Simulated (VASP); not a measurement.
# AlN (Cm) in VASP: a series of runs, part 2 of 2

VASP 6.6.1.

## Step 4: Single point, r2SCAN

This run uses another cell than the first one, of the same volume but with other edges.

POSCAR reads:

```
AlN
1.0
    2.1839935596     -2.1839935596      0.0000000000
    2.1839935596      0.0000000000     -2.1839935596
    9.8279710182      8.1899758485      8.1899758485
Al N
6 6
Direct
    0.6510500000      0.6510500000      0.0624666667
   -0.2239500000     -0.2239500000      0.8958000000
    0.2760500000      0.2760500000      0.2291333333
    0.5260500000      0.5260500000      0.5624666667
   -0.0989500000     -0.0989500000      0.3958000000
    0.1510500000      0.1510500000      0.7291333333
    0.5573000000      0.5573000000      0.4374666667
    0.9323000000      0.9323000000      0.2708000000
    0.1823000000      0.1823000000      0.6041333333
    0.4323000000      0.4323000000      0.9374666667
   -0.1927000000     -0.1927000000      0.7708000000
    0.3073000000      0.3073000000      0.1041333333
```

INCAR.step1 reads:

```
SYSTEM = AlN
PREC = Accurate ; ENCUT = 520
ISMEAR = 0 ; SIGMA = 0.05
LREAL = .FALSE. ; LASPH = .TRUE.
NELM = 80 ; NBANDS = 36
GGA = PE ; ALGO = Normal
EDIFF = 1E-4 ; LWAVE = .TRUE.
LCHARG = .FALSE.
```

INCAR.step2 reads:

```
SYSTEM = AlN
PREC = Accurate ; ENCUT = 520
EDIFF = 1E-7 ; ISMEAR = 0
SIGMA = 0.05 ; LREAL = .FALSE.
LASPH = .TRUE. ; NELM = 80
ALGO = Normal ; ISIF = 2
LWAVE = .FALSE. ; LCHARG = .FALSE.
METAGGA = R2SCAN ; LMIXTAU = .TRUE.
NBANDS = 36 ; ISTART = 1
```

KPOINTS reads:

```
Automatic mesh
0
G
  8 8 2
  0 0 0
```

Potentials or basis: VASP PAW PBE potentials, release 64 (Al, N).

Launch:

```
> cat potpaw_PBE.64/Al/POTCAR potpaw_PBE.64/N/POTCAR > POTCAR
> cp INCAR.step1 INCAR
> mpirun -np 1 vasp_std > vasp.out
> cp INCAR.step2 INCAR
> mpirun -np 1 vasp_std > vasp.out
```

OUTCAR:

```text
SYSTEM = AlN
   PREC = Accurate
   ENCUT = 520
   EDIFF = 1E-7
   ISMEAR = 0
   LREAL = .FALSE.
   LASPH = .TRUE.
   NELM = 80
   ISIF = 2
   METAGGA = R2SCAN
   ISTART = 1

 ion  position               nearest neighbor table
   1  0.651  0.651  0.062-  12 1.89  12 1.89  12 1.89  10 2.32   2 2.56   3 3.09   3 3.09   3 3.09

   2  0.776  0.776  0.896-  11 1.89  10 1.89  10 1.89  10 1.89   1 2.56   6 3.09   6 3.09   6 3.09

   3  0.276  0.276  0.229-  12 1.89   8 1.89   8 1.89   8 1.89   1 3.09   1 3.09   1 3.09   5 3.09
                             5 3.09   5 3.09
   4  0.526  0.526  0.562-   9 1.89   9 1.89   9 1.89   7 1.89   6 3.09   6 3.09   6 3.09   5 3.09
                             5 3.09   5 3.09
   5  0.901  0.901  0.396-   8 1.89   7 1.89   7 1.89   7 1.89   4 3.09   3 3.09   4 3.09   4 3.09
                             3 3.09   3 3.09
   6  0.151  0.151  0.729-   9 1.89  11 1.89  11 1.89  11 1.89   4 3.09   4 3.09   4 3.09   2 3.09
                             2 3.09   2 3.09
   7  0.557  0.557  0.437-   4 1.89   5 1.89   5 1.89   5 1.89
   8  0.932  0.932  0.271-   5 1.89   3 1.89   3 1.89   3 1.89
   9  0.182  0.182  0.604-   4 1.89   4 1.89   4 1.89   6 1.89
  10  0.432  0.432  0.937-   2 1.89   2 1.89   2 1.89   1 2.32
  11  0.807  0.807  0.771-   2 1.89   6 1.89   6 1.89   6 1.89
  12  0.307  0.307  0.104-   1 1.89   1 1.89   1 1.89   3 1.89

  LATTYP: Found a base centered monoclinic cell.
 ALAT       =     5.3496698225
 B/A-ratio  =     0.5773502692
 C/A-ratio  =     2.8394541729
 COS(beta)  =    -0.0880450906

  Lattice vectors:

 A1 = (  -2.1839935596,   2.1839935596,  -0.0000000000)
 A2 = (  -2.1839935596,   0.0000000000,   2.1839935596)
 A3 = (   9.8279710182,   8.1899758485,   8.1899758485)

Analysis of symmetry for initial positions (statically):
=====================================================================
 Subroutine PRICEL returns:
 Original cell was already a primitive cell.

 Routine SETGRP: Setting up the symmetry group for a
 base centered monoclinic supercell.

 Subroutine GETGRP returns: Found  2 space group operations
 (whereof  2 operations were pure point group operations)
 out of a pool of  4 trial point group operations.

The static configuration has the point symmetry C_1h.

Analysis of symmetry for dynamics (positions and initial velocities):
=====================================================================
 Subroutine PRICEL returns:
 Original cell was already a primitive cell.

 Routine SETGRP: Setting up the symmetry group for a
 base centered monoclinic supercell.

 Subroutine GETGRP returns: Found  2 space group operations
 (whereof  2 operations were pure point group operations)
 out of a pool of  4 trial point group operations.

The dynamic configuration has the point symmetry C_1h.

 Subroutine INISYM returns: Found  2 space group operations
 (whereof  2 operations are pure point group operations),
 and found     1 'primitive' translations

----------------------------------------------------------------------------------------

                                     Primitive cell

[... 91 lines left out ...]
 [... further k-points ...]
   k-points           NKPTS =     42   k-points in BZ     NKDIM =     42   number of bands    NBANDS=     36
   number of dos      NEDOS =    301   number of ions     NIONS =     12
   total plane-waves  NPLWV =  69120
   dimension x,y,z NGX =    24 NGY =   24 NGZ =  120
   dimension x,y,z NGXF=    48 NGYF=   48 NGZF=  240
   ions per type =               6   6
   NGX,Y,Z   is equivalent  to a cutoff of  12.92, 12.92, 13.13 a.u.
   NGXF,Y,Z  is equivalent  to a cutoff of  25.84, 25.84, 26.27 a.u.
 SYSTEM =  AlN
   PREC   = accura    normal or accurate (medium, high low for compatibility)
   ISTART =      1    job   : 0-new  1-cont  2-samecut
   ICHARG =      0    charge: 1-file 2-atom 10-const
   ISPIN  =      1    spin polarized calculation?
   LNONCOLLINEAR =      F non collinear calculations
   LSORBIT =      F    spin-orbit coupling
   LASPH  =      T    aspherical Exc in radial PAW
   ENCUT  =  520.0 eV  38.22 Ry    6.18 a.u.   5.74  5.74 28.24*2*pi/ulx,y,z
   NELM   =     80;   NELMIN=  2; NELMDL=  0     # of ELM steps
   EDIFF  = 0.1E-06   stopping-criterion for ELM
   LREAL  =      F    real-space projection
   EDIFFG = 0.1E-05   stopping-criterion for IOM
   NSW    =      0    number of steps for IOM
   IBRION =     -1    ionic relax: 0-MD 1-quasi-New 2-CG
   NFREE  =      0    steps in history (QN), initial steepest desc. (CG)
   ISIF   =      2    stress and relaxation
   ISYM   =      2    0-nonsym 1-usesym 2-fastsym
   POTIM  = 0.5000    time-step for ionic-motion
   TEBEG  =    0.0;   TEEND  =   0.0 temperature during run
   PSTRESS=    0.0 pullay stress
   NELECT =      48.0000    total number of electrons
   NUPDOWN=      -1.0000    fix difference up-down
   EMIN   =  10.00;   EMAX   =-10.00  energy-range for DOS
   EFERMI =   0.00;   METHOD = LEGACY
   ISMEAR =     0;   SIGMA  =   0.05  broadening in eV -4-tet -1-fermi 0-gaus
   EFERMI_NEDOS =   21; number of points for ismear=-14 and -15
   IALGO  =     38    algorithm
   IMIX   =      4    mixing-type and parameters
     AMIX     =   0.40;   BMIX     =  1.00
     AMIX_MAG =   1.60;   BMIX_MAG =  1.00
  volume/ion in A,a.u.               =      10.42        70.30
  Fermi-wavevector in a.u.,A,eV,Ry     =   1.189899  2.248583 19.263943  1.415860
  Thomas-Fermi vector in A             =   2.325996
   LORBIT       =      0    0 simple, 1 ext, 2 COOP (PROOUT), +10 PAW based schemes
   METAGGA = R2SCAN    functional components
   LHFCALC =     F    Hartree Fock is set to
   AEXX    =    0.0000 exact exchange contribution
   IVDW    =     0    specifies the selected vdW correction
   LEPSILON=     F    determine dielectric tensor
   LRPA    =     F    only Hartree local field effects (RPA)
 non-spin polarized calculation
 Gauss-broadening in eV      SIGMA  =   0.05
  energy-cutoff  :      520.00
  volume of cell :      125.01
 maximum number of plane-waves:      3390
   NGX = 11   NGY = 11   NGZ = 57

 number of electron      48.0000009 magnetization

 Free energy of the ion-electron system (eV)
  ---------------------------------------------------
  ext. energy  EPLUGINS =         0.00000000
  ---------------------------------------------------
  free energy    TOTEN  =      -113.10252312 eV

  energy without entropy =     -113.10252312  energy(sigma->0) =     -113.10252312

 E-fermi :   6.4934     XC(G=0): -11.4447

 val. band max:        6.2511230086   @ k =  -0.1250   0.1250   0.0000
 cond. band min:       9.3871794937   @ k =   0.5000   0.0000   0.0000
 fundamental gap:      3.1360564851
 Fermi energy:         6.4933501607

 k-point     1 :       0.0000    0.0000    0.0000
  band No.  band energies     occupation
      1     -10.0384      2.00000
      2      -9.6311      2.00000
      3      -9.5493      2.00000
      4      -8.6360      2.00000
      5      -8.5619      2.00000
      6      -7.9242      2.00000
[... 925 lines left out ...]
     35      17.0859      0.00000
     36      17.5713      0.00000

 [... further k-points ...]

------------------------ aborting loop because EDIFF is reached ----------------------------------------

  FORCE on cell =-STRESS in cart. coord.  units (eV):
  Direction    XX          YY          ZZ          XY          YZ          ZX
  --------------------------------------------------------------------------------------
  -------------------------------------------------------------------------------------
  Total       -4.5574162      1.9633636      1.9633636      2.2260673      4.5427534      2.2260668
  in kB      -58.4109089     25.1637871     25.1637871     28.5307752     58.2229807     28.5307681
  external PRESSURE =      -2.6944449 kB  Pullay stress =       0.0000000 kB

 VOLUME and BASIS-vectors are now :
 -----------------------------------------------------------------------------
  energy-cutoff  :      520.00
  volume of cell :      125.01
      direct lattice vectors                 reciprocal lattice vectors
     2.183993560 -2.183993560  0.000000000     0.143086503 -0.314790306  0.143086503
     2.183993560  0.000000000 -2.183993560     0.143086503  0.143086503 -0.314790306
     9.827971018  8.189975848  8.189975848     0.038156401  0.038156401  0.038156401

 POSITION                                       TOTAL-FORCE (eV/Angst)
 -----------------------------------------------------------------------------------
      3.45770     -0.91029     -0.91029        -0.578971      0.717169      0.717169
     12.19367      5.64169      5.64169        -0.698594     -1.044010     -1.044010
      3.45770      1.27371      1.27371         0.085833      0.175320      0.175320
      7.82569      3.45770      3.45770         0.033470      0.034073      0.034073
      7.82569      1.27371      1.27371         0.029729      0.033750      0.033750
      7.82569      5.64169      5.64169         0.031134      0.043401      0.043401
      6.73369      2.36570      2.36570        -0.032305     -0.030554     -0.030554
      6.73369      0.18171      0.18171        -0.036019     -0.017024     -0.017024
      6.73369      4.54970      4.54970        -0.028552     -0.034232     -0.034232
     11.10168      6.73369      6.73369         1.058837     -0.661998     -0.661998
     11.10168      4.54970      4.54970        -0.021283     -0.073859     -0.073859
      2.36570      0.18171      0.18171         0.156721      0.857966      0.857966
 -----------------------------------------------------------------------------------
    total drift:                                0.033360      0.033946      0.033946

  FREE ENERGIE OF THE ION-ELECTRON SYSTEM (eV)
  ---------------------------------------------------
  free  energy   TOTEN  =      -113.1025231163 eV

  energy  without entropy=     -113.1025231163  energy(sigma->0) =     -113.10252312
```

Wall time 19 min (1 thread of AMD EPYC 9R45 (Zen 5), shared host); peak memory 0.3 GiB.

Results:

* Free energy: -113.1025 eV
* Pressure: -0.3 GPa
* Largest force: 1.633 eV/Å
* Band gap on the k mesh: 3.14 eV, indirect (least direct gap 3.22 eV)

Forces on the atoms (eV/Å):
```
Al  -0.579  0.717  0.717
Al  -0.699 -1.044 -1.044
Al   0.086  0.175  0.175
Al   0.033  0.034  0.034
Al   0.030  0.034  0.034
Al   0.031  0.043  0.043
N   -0.032 -0.031 -0.031
N   -0.036 -0.017 -0.017
N   -0.029 -0.034 -0.034
N    1.059 -0.662 -0.662
N   -0.021 -0.074 -0.074
N    0.157  0.858  0.858
```

Caveat: the PAW data sets were made with another functional, which shifts forces and pressure a little. A k mesh can miss the band edges.

## Step 5: Overview

```tsv
cell	gap on the mesh (eV)	pressure (GPa)	largest force (eV/Å)
a = 3.089, b = 3.089, c = 15.774 Å, angles 75.8, 75.8, 60.0°, 12 atoms	3.69	-1.4	1.34
a = 3.089, b = 3.089, c = 15.138 Å, angles 88.5, 88.5, 60.0°, 12 atoms	3.68	-0.4	1.03
a = 3.089, b = 3.089, c = 15.190 Å, angles 85.6, 85.6, 60.0°, 12 atoms	3.14	-0.3	1.63
```

Alike in all rows: task single point; level r2SCAN; potentials or basis VASP PAW PBE potentials, release 64 (Al, N); no spin polarisation; k mesh 8 × 8 × 2; cutoff (eV) 520; smearing gaussian 0.05 eV.

Caveats: the PAW data sets were made with another functional, which shifts forces and pressure a little.

Absolute energies hang on the potentials; compare differences alone.
